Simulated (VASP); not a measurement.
Mg: single point with PBEsol

Mg:

```
CELL_PARAMETERS angstrom
3.20927 0.00000 0.00000
-1.60464 2.77931 0.00000
0.00000 0.00000 5.21033
ATOMIC_POSITIONS crystal
Mg 0.27407 0.82858 0.25000
Mg 0.66667 0.33333 0.75000
```

This cell differs from its parent crystal: atom 1 (Mg) moved by (-0.450, +0.450) A along x and y.

```
Program                : VASP 6.6.1
Task                   : single point
Functional             : PBEsol
Potentials or basis    : VASP PAW PBE potentials, release 64 (Mg)
Cutoff                 : 520 eV
k mesh                 : 18 × 18 × 10
Occupations            : gaussian, width 0.15 eV
Spin                   : no spin polarisation
Dipole correction      : no
Further INCAR settings : ALGO = Fast; EDIFF = 1e-06; NBANDS = 9
```

- Pressure: -0.6 GPa
- Largest force: 0.249 eV/Å
- Band gap on the k mesh: zero (bands 2 and 3 overlap by 2.25 eV)

Forces on the atoms (eV/Å):
```
Mg   0.001 -0.249  0.000
Mg  -0.001  0.249  0.000
```

Stress tensor (GPa, compression positive):
```
-2.09  1.13  0.00
 1.13 -0.37  0.00
 0.00  0.00  0.57
```

Levels at points of the mesh, in eV from the Fermi level:
```tsv
k point	band 1	band 2	band 3	band 4	band 5	band 6	band 7
(0.00, 0.00, 0.00)	-6.87	-1.67	-1.23	10.56	10.83	11.01	11.26
(0.50, 0.00, 0.00)	-2.12	-2.12	2.66	2.95	3.35	3.67	7.02
(0.00, 0.50, 0.00)	-2.12	-2.12	2.76	2.84	3.49	3.58	6.97
(0.50, 0.50, 0.00)	-2.10	-2.10	2.44	2.91	3.26	3.81	6.80
(0.00, 0.00, 0.50)	-5.49	-5.49	4.97	4.97	11.68	11.68	11.89
(0.50, 0.00, 0.50)	-1.11	-1.11	-0.41	-0.41	7.71	7.71	8.16
(0.00, 0.50, 0.50)	-1.13	-1.13	-0.38	-0.38	7.72	7.72	8.10
(0.50, 0.50, 0.50)	-0.91	-0.91	-0.65	-0.65	7.89	7.89	8.17
```

It took 3.4 min on 1 thread of Intel(R) Xeon(R) Platinum 8259CL CPU @ 2.50GHz (Skylake/Cascade Lake), with other jobs on the host, peak memory 0.48 GiB.

Caveat: the cell differs from its parent crystal (atom 1 (Mg) moved by (-0.450, +0.450) A along x and y); the PAW data sets were made with another functional, which shifts forces and pressure a little.
